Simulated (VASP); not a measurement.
A run of VASP 6.6.1:

Contents of INCAR:

```
PREC     = Accurate       # precision mode
ENCUT    = 520            # plane-wave cutoff, eV
EDIFF    = 1E-6           # SCF threshold, eV
ISMEAR   = 0              # smearing method
SIGMA    = 0.05           # smearing width, eV
LREAL    = F              # projectors in reciprocal space
LASPH    = T              # aspherical terms in the spheres
NELM     = 100            # most SCF steps
ALGO     = Normal         # electronic algorithm
ISIF     = 2              # what is computed and relaxed
LWAVE    = F              # write WAVECAR
LCHARG   = F              # write CHGCAR
GGA      = PS             # functional
NBANDS   = 20             # bands
```

Contents of KPOINTS:

```
regular mesh
0
Gamma
  6 6 4
```

Contents of POSCAR:

```
SnSe2
1.0
    3.8109987816      0.0000000000      0.0000000000
   -1.9054993908      3.3004217586      0.0000000000
    0.0000000000      0.0000000000      6.1370000000
Sn Se
1 2
Direct
    0.0000000000      0.0000000000      0.0000000000
    0.2894332246      0.6345295566      0.2255580903
    0.6666666667      0.3333333333      0.7500000000
```

Potentials or basis: VASP PAW PBE potentials, release 64 (Sn_d, Se).

Command:

```bash
$ cat potpaw_PBE.64/Sn_d/POTCAR potpaw_PBE.64/Se/POTCAR > POTCAR
$ mpirun -np 1 vasp_std > vasp.out
```

Hardware: 1 thread of Intel(R) Xeon(R) Platinum 8375C CPU @ 2.90GHz (Ice Lake) (shared host).

Problem. Estimate the wall time of this run.

Solution. It took 74 s on 1 thread of Intel(R) Xeon(R) Platinum 8375C CPU @ 2.90GHz (Ice Lake), on a shared host, peak memory 0.26 GiB. Counts: scf iterations 13, k points 76.
